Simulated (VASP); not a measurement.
# NaHF2 (R-3m) in VASP: notebook

The runs below take NaHF2 through single point, relaxation of cell and atoms, with LDA.

All numbers are computed with VASP 6.6.1; they aren't measurements. Logs are shortened: lines on timing, memory, paths and dates and some standing lists are left out, and cuts for length are marked.

## Step 1: The cell of the first run

The structure is trigonal, space group R-3m (No. 166). The conventional cell has a = 3.348 Å, b = 3.348 Å, c = 13.558 Å, α = 90.00°, β = 90.00°, γ = 120.00°. Within 3.0 Å of Na (site symmetry -3m) lie 6 F at 2.24 Å and 6 H at 2.97 Å. Within 1.5 Å of H (site symmetry -3m) lie 2 F at 1.14 Å. Within 1.5 Å of F (site symmetry 3m) lie 1 H at 1.14 Å.

## Step 2: Single point, LDA

Contents of INCAR:

```
SYSTEM = NaHF2
ALGO = Normal
EDIFF = 1E-7
ENCUT = 520
ISIF = 2
ISMEAR = 0
LASPH = .TRUE.
LCHARG = .FALSE.
LREAL = .FALSE.
LWAVE = .FALSE.
NBANDS = 19
NELM = 60
PREC = Accurate
SIGMA = 0.01
```

Contents of KPOINTS:

```
k-points
0
G
  8 8 8
  0 0 0
```

Contents of POSCAR:

```
NaHF2
1.0
    1.6739704163      0.9664689139      4.5194893859
   -1.6739704163      0.9664689139      4.5194893859
    0.0000000000     -1.9329328974      4.5194904402
Na H F
1 1 2
Direct
    0.0000000000      0.0000000000      0.0000000000
    0.5000000000      0.5000000000      0.5000000000
    0.4161649359      0.4161649359      0.4161649359
    0.5838350641      0.5838350641      0.5838350641
```

Potentials or basis: VASP PAW LDA potentials, release 64 (Na_pv, H, F).

Launch:

```sh
$ cat potpaw_LDA.64/Na_pv/POTCAR potpaw_LDA.64/H/POTCAR potpaw_LDA.64/F/POTCAR > POTCAR
$ mpirun -np 1 vasp_std > vasp.out
```

OUTCAR:

```text
SYSTEM = NaHF2
   EDIFF = 1E-7
   ENCUT = 520
   ISIF = 2
   ISMEAR = 0
   LASPH = .TRUE.
   LREAL = .FALSE.
   NELM = 60
   PREC = Accurate

 ion  position               nearest neighbor table
   1  0.000  0.000  0.000-   4 2.24   3 2.24   4 2.24   4 2.24   3 2.24   3 2.24
   2  0.500  0.500  0.500-   3 1.14   4 1.14
   3  0.416  0.416  0.416-   2 1.14   1 2.24   1 2.24   1 2.24
   4  0.584  0.584  0.584-   2 1.14   1 2.24   1 2.24   1 2.24

  LATTYP: Found a trigonal (rhomboedric) cell.
 ALAT       =     4.9154881167
 COS(alpha) =     0.7680511350

  Lattice vectors:

 A1 = (   1.6739704163,   0.9664689139,   4.5194893859)
 A2 = (  -1.6739704163,   0.9664689139,   4.5194893859)
 A3 = (   0.0000000000,  -1.9329328974,   4.5194904402)

Analysis of symmetry for initial positions (statically):
=====================================================================
 Subroutine PRICEL returns:
 Original cell was already a primitive cell.

 Routine SETGRP: Setting up the symmetry group for a
 trigonal (rhombohedral) supercell.

 Subroutine GETGRP returns: Found 12 space group operations
 (whereof 12 operations were pure point group operations)
 out of a pool of 12 trial point group operations.

The static configuration has the point symmetry D_3d.

Analysis of symmetry for dynamics (positions and initial velocities):
=====================================================================
 Subroutine PRICEL returns:
 Original cell was already a primitive cell.

 Routine SETGRP: Setting up the symmetry group for a
 trigonal (rhombohedral) supercell.

 Subroutine GETGRP returns: Found 12 space group operations
 (whereof 12 operations were pure point group operations)
 out of a pool of 12 trial point group operations.

The dynamic configuration has the point symmetry D_3d.

 Subroutine INISYM returns: Found 12 space group operations
 (whereof 12 operations are pure point group operations),
 and found     1 'primitive' translations

----------------------------------------------------------------------------------------

                                     Primitive cell

  volume of cell :      43.8708

  direct lattice vectors                    reciprocal lattice vectors
     1.673970416  0.966468914  4.519489386     0.298691061  0.172449391  0.073754576
    -1.673970416  0.966468914  4.519489386    -0.298691061  0.172449391  0.073754576
     0.000000000 -1.932932897  4.519490440     0.000000000 -0.344898702  0.073754764

  length of vectors
     4.915488117  4.915488117  4.915488117     0.352696584  0.352696584  0.352696584

  position of ions in fractional coordinates (direct lattice)
     0.000000000  0.000000000  0.000000000
     0.500000000  0.500000000  0.500000000
     0.416164936  0.416164936  0.416164936
     0.583835064  0.583835064  0.583835064

  ion indices of the primitive-cell ions
   primitive index   ion index
                 1           1
                 2           2
                 3           3
                 4           4

----------------------------------------------------------------------------------------

 KPOINTS: k-points

Automatic generation of k-mesh.
 Grid dimensions read from file:
 generate k-points for:    8    8    8

 Generating k-lattice:

  Cartesian coordinates                     Fractional coordinates (reciprocal lattice)
     0.037336383  0.021556174  0.009219322     0.125000000  0.000000000  0.000000000
    -0.037336383  0.021556174  0.009219322     0.000000000  0.125000000  0.000000000
     0.000000000 -0.043112338  0.009219346     0.000000000  0.000000000  0.125000000

  Length of vectors
     0.044087073  0.044087073  0.044087073

  Shift w.r.t. Gamma in fractional coordinates (k-lattice)
     0.000000000  0.000000000  0.000000000

 Subroutine IBZKPT returns following result:
 ===========================================

 Found     65 irreducible k-points:

 Following reciprocal coordinates:
            Coordinates               Weight
  0.000000  0.000000  0.000000      1.000000
  0.125000 -0.000000  0.000000      6.000000
  0.250000 -0.000000  0.000000      6.000000
  0.375000  0.000000  0.000000      6.000000
  0.500000 -0.000000  0.000000      3.000000
  0.125000  0.125000  0.000000      6.000000
[... 16 lines left out ...]
  0.250000  0.125000  0.125000      6.000000
  0.375000  0.125000  0.125000      6.000000
 [... further k-points ...]
   k-points           NKPTS =     65   k-points in BZ     NKDIM =     65   number of bands    NBANDS=     19
   number of dos      NEDOS =    301   number of ions     NIONS =      4
   total plane-waves  NPLWV =  64000
   dimension x,y,z NGX =    40 NGY =   40 NGZ =   40
   dimension x,y,z NGXF=    80 NGYF=   80 NGZF=   80
   ions per type =               1   1   2
   NGX,Y,Z   is equivalent  to a cutoff of  13.53, 13.53, 13.53 a.u.
   NGXF,Y,Z  is equivalent  to a cutoff of  27.06, 27.06, 27.06 a.u.
 SYSTEM =  NaHF2
   PREC   = accura    normal or accurate (medium, high low for compatibility)
   ISTART =      0    job   : 0-new  1-cont  2-samecut
   ICHARG =      2    charge: 1-file 2-atom 10-const
   ISPIN  =      1    spin polarized calculation?
   LNONCOLLINEAR =      F non collinear calculations
   LSORBIT =      F    spin-orbit coupling
   LASPH  =      T    aspherical Exc in radial PAW
   ENCUT  =  520.0 eV  38.22 Ry    6.18 a.u.   9.14  9.14  9.14*2*pi/ulx,y,z
   NELM   =     60;   NELMIN=  2; NELMDL= -5     # of ELM steps
   EDIFF  = 0.1E-06   stopping-criterion for ELM
   LREAL  =      F    real-space projection
   EDIFFG = 0.1E-05   stopping-criterion for IOM
   NSW    =      0    number of steps for IOM
   IBRION =     -1    ionic relax: 0-MD 1-quasi-New 2-CG
   NFREE  =      0    steps in history (QN), initial steepest desc. (CG)
   ISIF   =      2    stress and relaxation
   ISYM   =      2    0-nonsym 1-usesym 2-fastsym
   POTIM  = 0.5000    time-step for ionic-motion
   TEBEG  =    0.0;   TEEND  =   0.0 temperature during run
   PSTRESS=    0.0 pullay stress
   NELECT =      22.0000    total number of electrons
   NUPDOWN=      -1.0000    fix difference up-down
   EMIN   =  10.00;   EMAX   =-10.00  energy-range for DOS
   EFERMI =   0.00;   METHOD = LEGACY
   ISMEAR =     0;   SIGMA  =   0.01  broadening in eV -4-tet -1-fermi 0-gaus
   EFERMI_NEDOS =   21; number of points for ismear=-14 and -15
   IALGO  =     38    algorithm
   IMIX   =      4    mixing-type and parameters
     AMIX     =   0.40;   BMIX     =  1.00
     AMIX_MAG =   1.60;   BMIX_MAG =  1.00
  volume/ion in A,a.u.               =      10.97        74.01
  Fermi-wavevector in a.u.,A,eV,Ry     =   1.300640  2.457854 23.016501  1.691665
  Thomas-Fermi vector in A             =   2.431826
   LORBIT       =      0    0 simple, 1 ext, 2 COOP (PROOUT), +10 PAW based schemes
   GGA     = CA    functional components
   LHFCALC =     F    Hartree Fock is set to
   AEXX    =    0.0000 exact exchange contribution
   IVDW    =     0    specifies the selected vdW correction
   LEPSILON=     F    determine dielectric tensor
   LRPA    =     F    only Hartree local field effects (RPA)
 non-spin polarized calculation
 Gauss-broadening in eV      SIGMA  =   0.01
  energy-cutoff  :      520.00
  volume of cell :       43.87
 maximum number of plane-waves:      1199
 NGX is ok and might be reduce to    40
   NGX = 19   NGY = 19   NGZ = 19

 number of electron      21.9999996 magnetization

 Free energy of the ion-electron system (eV)
  ---------------------------------------------------
  ext. energy  EPLUGINS =         0.00000000
  ---------------------------------------------------
  free energy    TOTEN  =       -18.77715779 eV

  energy without entropy =      -18.77715779  energy(sigma->0) =      -18.77715779

 E-fermi :  -3.8630     XC(G=0):  -9.2342

 val. band max:       -3.9093037982   @ k =   0.5000   0.5000   0.5000
 cond. band min:       2.9534413136   @ k =   0.0000   0.0000   0.0000
 fundamental gap:      6.8627451118
 Fermi energy:        -3.8629746907

 k-point     1 :       0.0000    0.0000    0.0000
  band No.  band energies     occupation
      1     -24.1733      2.00000
      2     -23.0881      2.00000
      3     -21.9068      2.00000
      4     -21.9068      2.00000
      5     -21.5926      2.00000
      6      -9.0289      2.00000
[... 11 lines left out ...]
     18      17.8983      0.00000
     19      17.8983      0.00000

 k-point     2 :       0.1250   -0.0000    0.0000
  band No.  band energies     occupation
      1     -24.1782      2.00000
      2     -23.0499      2.00000
      3     -21.9109      2.00000
      4     -21.8916      2.00000
      5     -21.6323      2.00000
      6      -8.9639      2.00000
[... 11 lines left out ...]
     18      16.6806      0.00000
     19      17.5580      0.00000

 k-point     3 :       0.2500   -0.0000    0.0000
  band No.  band energies     occupation
      1     -24.1890      2.00000
      2     -22.9472      2.00000
      3     -21.9208      2.00000
      4     -21.8615      2.00000
      5     -21.7319      2.00000
      6      -8.8015      2.00000
[... 11 lines left out ...]
     18      15.7945      0.00000
     19      17.0723      0.00000

 k-point     4 :       0.3750    0.0000    0.0000
  band No.  band energies     occupation
      1     -24.1994      2.00000
      2     -22.8215      2.00000
      3     -21.9307      2.00000
      4     -21.9049      2.00000
      5     -21.7811      2.00000
      6      -8.6307      2.00000
[... 407 lines left out ...]
     18      17.8000      0.00000
     19      17.8000      0.00000

 k-point    23 :       0.2500    0.1250    0.1250
  band No.  band energies     occupation
      1     -24.1710      2.00000
      2     -23.0381      2.00000
      3     -21.9109      2.00000
      4     -21.8865      2.00000
      5     -21.6700      2.00000
      6      -8.8265      2.00000
[... 11 lines left out ...]
     18      17.0970      0.00000
     19      17.2268      0.00000

 k-point    24 :       0.3750    0.1250    0.1250
  band No.  band energies     occupation
      1     -24.1715      2.00000
      2     -22.9599      2.00000
      3     -21.9207      2.00000
      4     -21.8319      2.00000
      5     -21.7786      2.00000
      6      -8.6610      2.00000
[... 11 lines left out ...]
     18      15.8138      0.00000
     19      16.8832      0.00000

 [... further k-points ...]

------------------------ aborting loop because EDIFF is reached ----------------------------------------

  FORCE on cell =-STRESS in cart. coord.  units (eV):
  Direction    XX          YY          ZZ          XY          YZ          ZX
  --------------------------------------------------------------------------------------
  -------------------------------------------------------------------------------------
  Total       -0.0703267     -0.0703267      0.2088845      0.0000000      0.0000001      0.0000000
  in kB       -2.5683562     -2.5683562      7.6285352      0.0000000      0.0000037      0.0000000
  external PRESSURE =       0.8306076 kB  Pullay stress =       0.0000000 kB

 VOLUME and BASIS-vectors are now :
 -----------------------------------------------------------------------------
  energy-cutoff  :      520.00
  volume of cell :       43.87
      direct lattice vectors                 reciprocal lattice vectors
     1.673970416  0.966468914  4.519489386     0.298691061  0.172449391  0.073754576
    -1.673970416  0.966468914  4.519489386    -0.298691061  0.172449391  0.073754576
     0.000000000 -1.932932897  4.519490440     0.000000000 -0.344898702  0.073754764

 POSITION                                       TOTAL-FORCE (eV/Angst)
 -----------------------------------------------------------------------------------
      0.00000      0.00000      0.00000         0.000000     -0.000000      0.000000
      0.00000      0.00000      6.77923         0.000000     -0.000000     -0.000000
      0.00000      0.00000      5.64256         0.000000     -0.000000     -0.095612
      0.00000      0.00000      7.91591         0.000000      0.000000      0.095612
 -----------------------------------------------------------------------------------
    total drift:                                0.000000      0.000000     -0.000000

  FREE ENERGIE OF THE ION-ELECTRON SYSTEM (eV)
  ---------------------------------------------------
  free  energy   TOTEN  =       -18.7771577869 eV

  energy  without entropy=      -18.7771577869  energy(sigma->0) =      -18.77715779
```

Run time: 38 s. Hardware: 1 thread of Intel Xeon Platinum 8559C (Emerald Rapids), shared host; peak memory 0.2 GiB.

Results:

```
Free energy            : -18.7772 eV
Pressure               : 0.1 GPa
Largest force          : 0.096 eV/Å
Band gap on the k mesh : 6.86 eV, indirect (least direct gap 7.07 eV)
```

Forces in eV/Å, atoms in the order of the input:
```
Na   0.000  0.000  0.000
H    0.000  0.000  0.000
F    0.000  0.000 -0.096
F    0.000  0.000  0.096
```

Stress tensor (GPa, compression positive):
```
-0.26  0.00  0.00
 0.00 -0.26  0.00
 0.00  0.00  0.76
```

Levels at points of the mesh, in eV from the valence-band top:
| k point | band 7 | band 8 | band 9 | band 10 | band 11 | band 12 | band 13 | band 14 | band 15 | band 16 |
| --- | --- | --- | --- | --- | --- | --- | --- | --- | --- | --- |
| (0.00, 0.00, 0.00) | -0.50 | -0.50 | -0.28 | -0.28 | -0.20 | 6.86 | 13.26 | 14.61 | 17.64 | 19.41 |
| (0.50, 0.00, 0.00) | -1.88 | -0.71 | -0.64 | -0.43 | -0.38 | 11.19 | 11.89 | 15.49 | 15.82 | 16.02 |
| (0.50, 0.50, 0.00) | -1.58 | -1.00 | -0.90 | -0.62 | -0.16 | 12.01 | 12.28 | 13.84 | 14.02 | 16.65 |
| (0.50, 0.50, 0.50) | -1.32 | -0.76 | -0.76 | 0.00 | 0.00 | 8.53 | 10.08 | 16.30 | 19.35 | 19.76 |

A k mesh can miss the band edges. A hybrid or GW would open this gap; LDA tends to underestimate it.

## Step 3: Relaxation of cell and atoms, LDA

This run uses another cell than the first one, of 11.98 Å³/atom, 1.092 times its volume.

Contents of INCAR:

```
SYSTEM = NaHF2
PREC = Accurate ; ENCUT = 600
EDIFF = 1E-7 ; ISMEAR = 0
SIGMA = 0.01 ; LREAL = .False.
LASPH = .True. ; NELM = 60
ALGO = Normal ; ISIF = 3
LWAVE = .False. ; LCHARG = .False.
GGA = CA ; IBRION = 2
NSW = 80 ; EDIFFG = -0.01
```

Contents of KPOINTS:

```
regular mesh
0
Gamma
  8 8 8
  0 0 0
```

Contents of POSCAR:

```
NaHF2
1.0
    1.7370000000      1.0028600000      4.5833300000
   -1.7370000000      1.0028600000      4.5833300000
    0.0000000000     -2.0057100000      4.5833300000
Na H F
1 1 2
Direct
    0.0000000000      0.0000000000      0.0000000000
    0.5000000000      0.5000000000      0.5000000000
    0.4176000000      0.4176000000      0.4176000000
    0.5824000000      0.5824000000      0.5824000000
```

Potentials or basis: VASP PAW LDA potentials, release 64 (Na_pv, H, F).

Launch:

```sh
$ cat potpaw_LDA.64/Na_pv/POTCAR potpaw_LDA.64/H/POTCAR potpaw_LDA.64/F/POTCAR > POTCAR
$ mpirun -np 1 vasp_std > vasp.out
```

Run time: 4.8 min. Hardware: 1 thread of Intel Xeon Platinum 8559C (Emerald Rapids), shared host; peak memory 0.21 GiB.

The run converged. Its results:

```
Free energy                            : -18.7960 eV
Relaxed volume                         : 10.86 Å³/atom
Relaxed cell                           : a = 4.929 Å, b = 4.929 Å, c = 4.929 Å, α = 39.41°, β = 39.41°, γ = 39.41°
Space group after relaxing (to 0.05 Å) : R-3m (No. 166)
Energy gained by relaxing              : 13.7 meV/atom
Ionic steps                            : 17
Pressure after relaxing                : 0.0 GPa
Largest force after relaxing           : 0.009 eV/Å
Band gap on the k mesh                 : 6.90 eV, indirect (least direct gap 7.12 eV)
```

Forces on the atoms (eV/Å):
```
Na   0.000  0.000  0.000
H    0.000  0.000  0.000
F    0.000  0.000 -0.009
F    0.000  0.000  0.009
```

The path:
| step | energy change (eV) | largest force (eV/Å) | pressure (GPa) | volume (Å³) |
| --- | --- | --- | --- | --- |
| 1 | 0.0000 | 0.4526 | -2.46 | 47.90 |
| 2 | -0.0282 | 0.1501 | -2.80 | 46.64 |
| 3 | -0.0309 | 0.3755 | -2.89 | 46.15 |
| 4 | -0.0484 | 0.2146 | -1.42 | 44.80 |
| 5 | -0.0529 | 0.0883 | -0.14 | 43.80 |
| 6 | -0.0529 | 0.0795 | -0.04 | 43.73 |
| 7 | -0.0532 | 0.0305 | -0.04 | 43.77 |
| 8 | -0.0534 | 0.0271 | -0.02 | 43.83 |
| 9 | -0.0537 | 0.0126 | -0.11 | 43.85 |
| 10 | -0.0541 | 0.0197 | -0.29 | 43.92 |
| 11 | -0.0538 | 0.0823 | -0.70 | 44.04 |
| 12 | -0.0542 | 0.0383 | -0.44 | 43.95 |
| 13 | -0.0544 | 0.0133 | -0.36 | 43.90 |
| 14 | -0.0547 | 0.0473 | -0.21 | 43.76 |
| 15 | -0.0549 | 0.0135 | -0.19 | 43.66 |
| 16 | -0.0549 | 0.0161 | -0.17 | 43.57 |
| 17 | -0.0550 | 0.0091 | -0.01 | 43.45 |

Final structure:
```yaml
crystal:
  lattice:
    - [1.66219, 0.95967, 4.54018]
    - [-1.66219, 0.95967, 4.54018]
    - [0.00000, -1.91933, 4.54018]
  atoms:
    - { symbol: Na, position: [0.00000, 0.00000, 0.00000] }
    - { symbol: H, position: [0.50000, 0.50000, 0.50000] }
    - { symbol: F, position: [0.41638, 0.41638, 0.41638] }
    - { symbol: F, position: [0.58362, 0.58362, 0.58362] }
```

Levels at points of the mesh, in eV from the valence-band top:
```tsv
k point	band 9	band 10	band 11	band 12	band 13	band 14
(0.00, 0.00, 0.00)	-0.28	-0.28	-0.23	6.90	13.27	14.57
(0.50, 0.00, 0.00)	-0.67	-0.45	-0.37	11.24	11.98	15.46
(0.50, 0.50, 0.00)	-0.89	-0.65	-0.17	12.09	12.36	13.88
(0.50, 0.50, 0.50)	-0.75	0.00	0.00	8.56	10.10	16.25
```

A k mesh can miss the band edges. Zero-point motion and thermal expansion aren't in these numbers.
